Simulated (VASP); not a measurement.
# Lu (P6_3/mmc) in VASP: single point with PBE

Aim: the single point of Lu with PBE.

Everything below comes from runs of VASP 6.6.1. Logs are shortened: lines on timing, memory, paths and dates and some standing lists are left out, and cuts for length are marked.

## Step 1: The cell of the first run

It takes space group P6_3/mmc (No. 194, hexagonal). Conventional cell: a = 3.642 Å, b = 3.642 Å, c = 5.688 Å, α = 90.00°, β = 90.00°, γ = 120.00°. Within 4.6 Å of Lu (site symmetry -6m2) lie 12 Lu at 3.54 to 3.64 Å.

## Step 2: Single point, PBE (32.67 Å³/atom)

File INCAR:

```
SYSTEM = Lu
PREC = Accurate ; ENCUT = 520
EDIFF = 1E-6 ; ISMEAR = -1
SIGMA = 0.1 ; LREAL = .FALSE.
LASPH = .TRUE. ; NELM = 60
ALGO = Normal ; ISIF = 2
LWAVE = .FALSE. ; LCHARG = .TRUE.
GGA = PE ; LELF = .TRUE.
LVHAR = .TRUE. ; NBANDS = 32
```

File KPOINTS:

```
Automatic mesh
0
G
  17 17 10
  0 0 0
```

File POSCAR:

```
Lu
1.0
    3.6420993738      0.0000000000      0.0000000000
   -1.8210496869      3.1541505808      0.0000000000
    0.0000000000      0.0000000000      5.6881580314
Lu
2
Direct
    0.3333333333      0.6666666667      0.2500000000
    0.6666666667      0.3333333333      0.7500000000
```

Potentials or basis: VASP PAW PBE potentials, release 64 (Lu).

Command:

```console
cat potpaw_PBE.64/Lu/POTCAR > POTCAR
mpirun -np 1 vasp_std > vasp.out
```

OUTCAR:

```text
SYSTEM = Lu
   PREC = Accurate
   ENCUT = 520
   EDIFF = 1E-6
   ISMEAR = -1
   LREAL = .FALSE.
   LASPH = .TRUE.
   NELM = 60
   ISIF = 2
   GGA = PE

 ion  position               nearest neighbor table
   1  0.333  0.667  0.250-   2 3.54   2 3.54   2 3.54   2 3.54   2 3.54   2 3.54
   2  0.667  0.333  0.750-   1 3.54   1 3.54   1 3.54   1 3.54   1 3.54   1 3.54

  LATTYP: Found a hexagonal cell.
 ALAT       =     3.6420993738
 C/A-ratio  =     1.5617800196

  Lattice vectors:

 A1 = (   3.6420993738,   0.0000000000,   0.0000000000)
 A2 = (  -1.8210496869,   3.1541505808,   0.0000000000)
 A3 = (   0.0000000000,   0.0000000000,   5.6881580314)

Analysis of symmetry for initial positions (statically):
=====================================================================
 Subroutine PRICEL returns:
 Original cell was already a primitive cell.

 Routine SETGRP: Setting up the symmetry group for a
 hexagonal supercell.

 Subroutine GETGRP returns: Found 24 space group operations
 (whereof 12 operations were pure point group operations)
 out of a pool of 24 trial point group operations.

The static configuration has the point symmetry D_3d.
 The point group associated with its full space group is D_6h.

Analysis of symmetry for dynamics (positions and initial velocities):
=====================================================================
 Subroutine PRICEL returns:
 Original cell was already a primitive cell.

 Routine SETGRP: Setting up the symmetry group for a
 hexagonal supercell.

 Subroutine GETGRP returns: Found 24 space group operations
 (whereof 12 operations were pure point group operations)
 out of a pool of 24 trial point group operations.

The dynamic configuration has the point symmetry D_3d.
 The point group associated with its full space group is D_6h.

 Subroutine INISYM returns: Found 24 space group operations
 (whereof 12 operations are pure point group operations),
 and found     1 'primitive' translations

----------------------------------------------------------------------------------------

                                     Primitive cell

  volume of cell :      65.3440

  direct lattice vectors                    reciprocal lattice vectors
     3.642099374  0.000000000  0.000000000     0.274566918  0.158521284  0.000000000
    -1.821049687  3.154150581  0.000000000     0.000000000  0.317042568  0.000000000
     0.000000000  0.000000000  5.688158031     0.000000000  0.000000000  0.175803836

  length of vectors
     3.642099374  3.642099374  5.688158031     0.317042568  0.317042568  0.175803836

  position of ions in fractional coordinates (direct lattice)
     0.333333333  0.666666667  0.250000000
     0.666666667  0.333333333  0.750000000

  ion indices of the primitive-cell ions
   primitive index   ion index
                 1           1
                 2           2

----------------------------------------------------------------------------------------

 KPOINTS: Automatic mesh

Automatic generation of k-mesh.
 Grid dimensions read from file:
 generate k-points for:   17   17   10

 Generating k-lattice:

  Cartesian coordinates                     Fractional coordinates (reciprocal lattice)
     0.016150995  0.009324781  0.000000000     0.058823529 -0.000000000  0.000000000
     0.000000000  0.018649563  0.000000000     0.000000000  0.058823529  0.000000000
     0.000000000  0.000000000  0.017580384     0.000000000  0.000000000  0.100000000

  Length of vectors
     0.018649563  0.018649563  0.017580384

  Shift w.r.t. Gamma in fractional coordinates (k-lattice)
     0.000000000  0.000000000  0.000000000

 Subroutine IBZKPT returns following result:
 ===========================================

 Found    198 irreducible k-points:

 Following reciprocal coordinates:
            Coordinates               Weight
  0.000000  0.000000  0.000000      1.000000
  0.058824 -0.000000  0.000000      6.000000
  0.117647 -0.000000  0.000000      6.000000
  0.176471 -0.000000  0.000000      6.000000
  0.235294 -0.000000  0.000000      6.000000
  0.294118 -0.000000  0.000000      6.000000
[... 16 lines left out ...]
  0.411765  0.117647  0.000000     12.000000
  0.176471  0.176471  0.000000      6.000000
 [... further k-points ...]
   k-points           NKPTS =    198   k-points in BZ     NKDIM =    198   number of bands    NBANDS=     32
   number of dos      NEDOS =    301   number of ions     NIONS =      2
   total plane-waves  NPLWV =  32928
   dimension x,y,z NGX =    28 NGY =   28 NGZ =   42
   dimension x,y,z NGXF=    56 NGYF=   56 NGZF=   84
   ions per type =               2
   NGX,Y,Z   is equivalent  to a cutoff of  12.78, 12.78, 12.28 a.u.
   NGXF,Y,Z  is equivalent  to a cutoff of  25.56, 25.56, 24.55 a.u.
 SYSTEM =  Lu
   PREC   = accura    normal or accurate (medium, high low for compatibility)
   ISTART =      0    job   : 0-new  1-cont  2-samecut
   ICHARG =      2    charge: 1-file 2-atom 10-const
   ISPIN  =      1    spin polarized calculation?
   LNONCOLLINEAR =      F non collinear calculations
   LSORBIT =      F    spin-orbit coupling
   LASPH  =      T    aspherical Exc in radial PAW
   ENCUT  =  520.0 eV  38.22 Ry    6.18 a.u.   6.77  6.77 10.58*2*pi/ulx,y,z
   NELM   =     60;   NELMIN=  2; NELMDL= -5     # of ELM steps
   EDIFF  = 0.1E-05   stopping-criterion for ELM
   LREAL  =      F    real-space projection
   EDIFFG = 0.1E-04   stopping-criterion for IOM
   NSW    =      0    number of steps for IOM
   IBRION =     -1    ionic relax: 0-MD 1-quasi-New 2-CG
   NFREE  =      0    steps in history (QN), initial steepest desc. (CG)
   ISIF   =      2    stress and relaxation
   ISYM   =      2    0-nonsym 1-usesym 2-fastsym
   POTIM  = 0.5000    time-step for ionic-motion
   TEBEG  =    0.0;   TEEND  =   0.0 temperature during run
   PSTRESS=    0.0 pullay stress
   NELECT =      50.0000    total number of electrons
   NUPDOWN=      -1.0000    fix difference up-down
   EMIN   =  10.00;   EMAX   =-10.00  energy-range for DOS
   EFERMI =   0.00;   METHOD = LEGACY
   ISMEAR =    -1;   SIGMA  =   0.10  broadening in eV -4-tet -1-fermi 0-gaus
   EFERMI_NEDOS =   21; number of points for ismear=-14 and -15
   IALGO  =     38    algorithm
   IMIX   =      4    mixing-type and parameters
     AMIX     =   0.40;   BMIX     =  1.00
     AMIX_MAG =   1.60;   BMIX_MAG =  1.00
  volume/ion in A,a.u.               =      32.67       220.48
  Fermi-wavevector in a.u.,A,eV,Ry     =   1.497371  2.829622 30.505911  2.242121
  Thomas-Fermi vector in A             =   2.609268
   LORBIT       =      0    0 simple, 1 ext, 2 COOP (PROOUT), +10 PAW based schemes
   GGA     = PE    functional components
   LHFCALC =     F    Hartree Fock is set to
   AEXX    =    0.0000 exact exchange contribution
   IVDW    =     0    specifies the selected vdW correction
   LEPSILON=     F    determine dielectric tensor
   LRPA    =     F    only Hartree local field effects (RPA)
 non-spin polarized calculation
  energy-cutoff  :      520.00
  volume of cell :       65.34
 maximum number of plane-waves:      1783
 NGX is ok and might be reduce to    28
   NGX = 13   NGY = 13   NGZ = 21

 number of electron      50.0000025 magnetization

 Free energy of the ion-electron system (eV)
  ---------------------------------------------------
  ext. energy  EPLUGINS =         0.00000000
  ---------------------------------------------------
  free energy    TOTEN  =        -9.00402443 eV

  energy without entropy =       -8.88346925  energy(sigma->0) =       -8.94374684

 E-fermi :   1.7853     XC(G=0): -10.1313

 val. band max:        1.7824413487   @ k =   0.3529   0.1176   0.3000
 cond. band min:       1.7872268714   @ k =   0.4118   0.0000   0.3000
 fundamental gap:      0.0047855227
 Fermi energy:         1.7853272809

 k-point     1 :       0.0000    0.0000    0.0000
  band No.  band energies     occupation
      1     -54.6864      2.00000
      2     -54.6658      2.00000
      3     -25.5132      2.00000
      4     -25.2287      2.00000
      5     -25.2287      2.00000
      6     -25.1703      2.00000
[... 24 lines left out ...]
     31       4.9550      0.00000
     32       4.9550      0.00000

 k-point     2 :       0.0588   -0.0000    0.0000
  band No.  band energies     occupation
      1     -54.6859      2.00000
      2     -54.6656      2.00000
      3     -25.5095      2.00000
      4     -25.2359      2.00000
      5     -25.2312      2.00000
      6     -25.1780      2.00000
[... 24 lines left out ...]
     31       4.8439      0.00000
     32       4.8790      0.00000

 k-point     3 :       0.1176   -0.0000    0.0000
  band No.  band energies     occupation
      1     -54.6846      2.00000
      2     -54.6652      2.00000
      3     -25.4986      2.00000
      4     -25.2565      2.00000
      5     -25.2384      2.00000
      6     -25.1997      2.00000
[... 24 lines left out ...]
     31       4.6852      0.00000
     32       4.7677      0.00000

 k-point     4 :       0.1765   -0.0000    0.0000
  band No.  band energies     occupation
      1     -54.6825      2.00000
      2     -54.6647      2.00000
      3     -25.4813      2.00000
      4     -25.2879      2.00000
      5     -25.2490      2.00000
      6     -25.2322      2.00000
[... 24 lines left out ...]
     31       4.9627      0.00000
     32       5.0850      0.00000

 k-point     5 :       0.2353   -0.0000    0.0000
  band No.  band energies     occupation
      1     -54.6800      2.00000
      2     -54.6641      2.00000
      3     -25.4588      2.00000
      4     -25.3260      2.00000
      5     -25.2706      2.00000
      6     -25.2615      2.00000
[... 584 lines left out ...]
     31       6.2904      0.00000
     32       6.9404      0.00000

 k-point    22 :       0.3529    0.1176    0.0000
  band No.  band energies     occupation
      1     -54.6714      2.00000
      2     -54.6635      2.00000
      3     -25.4214      2.00000
      4     -25.3727      2.00000
      5     -25.3671      2.00000
      6     -25.3040      2.00000
[... 24 lines left out ...]
     31       6.7383      0.00000
     32       7.4773      0.00000

 k-point    23 :       0.4118    0.1176    0.0000
  band No.  band energies     occupation
      1     -54.6700      2.00000
      2     -54.6638      2.00000
      3     -25.4348      2.00000
      4     -25.3752      2.00000
      5     -25.3560      2.00000
      6     -25.3117      2.00000
[... 24 lines left out ...]
     31       7.0602      0.00000
     32       7.7304      0.00000

 k-point    24 :       0.1765    0.1765    0.0000
  band No.  band energies     occupation
      1     -54.6765      2.00000
      2     -54.6635      2.00000
      3     -25.4266      2.00000
      4     -25.3461      2.00000
      5     -25.3412      2.00000
      6     -25.2638      2.00000
[... 24 lines left out ...]
     31       5.6625      0.00000
     32       6.3869      0.00000

 [... further k-points ...]
[... 5 lines left out ...]
  --------------------------------------------------------------------------------------
  -------------------------------------------------------------------------------------
  Total       -1.7512583     -1.7512583     -1.6317798      0.0000000      0.0000000      0.0000000
  in kB      -42.9392961    -42.9392961    -40.0097888      0.0000000      0.0000000      0.0000000
  external PRESSURE =     -41.9627937 kB  Pullay stress =       0.0000000 kB

 VOLUME and BASIS-vectors are now :
 -----------------------------------------------------------------------------
  energy-cutoff  :      520.00
  volume of cell :       65.34
      direct lattice vectors                 reciprocal lattice vectors
     3.642099374  0.000000000  0.000000000     0.274566918  0.158521284  0.000000000
    -1.821049687  3.154150581  0.000000000     0.000000000  0.317042568  0.000000000
     0.000000000  0.000000000  5.688158031     0.000000000  0.000000000  0.175803836

 POSITION                                       TOTAL-FORCE (eV/Angst)
 -----------------------------------------------------------------------------------
     -0.00000      2.10277      1.42204        -0.000000      0.000000      0.000000
      1.82105      1.05138      4.26612         0.000000      0.000000      0.000000
 -----------------------------------------------------------------------------------
    total drift:                               -0.000000      0.000000     -0.000000

  FREE ENERGIE OF THE ION-ELECTRON SYSTEM (eV)
  ---------------------------------------------------
  free  energy   TOTEN  =        -9.0040244306 eV

  energy  without entropy=       -8.8834692496  energy(sigma->0) =       -8.94374684
```

Run time: 3.5 min. Hardware: 1 thread of Intel Xeon Platinum 8488C (Sapphire Rapids), shared host; peak memory 0.43 GiB.

Results:

```yaml
Free_energy: -9.0040 eV
Pressure: -4.2 GPa
Band_gap_on_the_k_mesh: zero (bands 25 and 26 overlap by 1.65 eV)
```

Stress tensor (GPa, compression positive):
```
-4.29  0.00  0.00
 0.00 -4.29  0.00
 0.00  0.00 -4.00
```

Caveat: the cell stands under tension; spin-orbit coupling is left out, which moves the levels of the heavy elements.
